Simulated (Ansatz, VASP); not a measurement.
# Rb in VASP and in Ansatz

```
Rb
1.0
     4.96642    0.00000    0.00000
    -2.48321    4.30105    0.00000
     0.00000    0.00000    8.22412
Rb
2
Direct
  0.33333 0.66667 0.25000
  0.66667 0.33333 0.75000
```

Change from the starting cell: volume scaled by 0.96, PAW files.

Alike in both runs: task electric field gradients; functional PBE; k mesh 11 × 11 × 6; occupations fermi-dirac, width 0.03 eV; no spin polarisation.

```csv
,VASP,Ansatz
version,VASP 6.6.1,Ansatz 0.2.0
potentials or method,"VASP PAW PBE potentials, release 64 (Rb_sv)","PAW with Ansatz's default frozen-core files, scalar-relativistic"
plane-wave cutoff (eV),520,420
valence electrons in the cell,18,18
```

VASP gave:

* pressure (GPa): 0.1
* size of Vzz on the site where it differs most (V/Å²): 1.6

Estimate Ansatz's values.

pressure (GPa): 0.1; size of Vzz on the site where it differs most (V/Å²): 1.7.
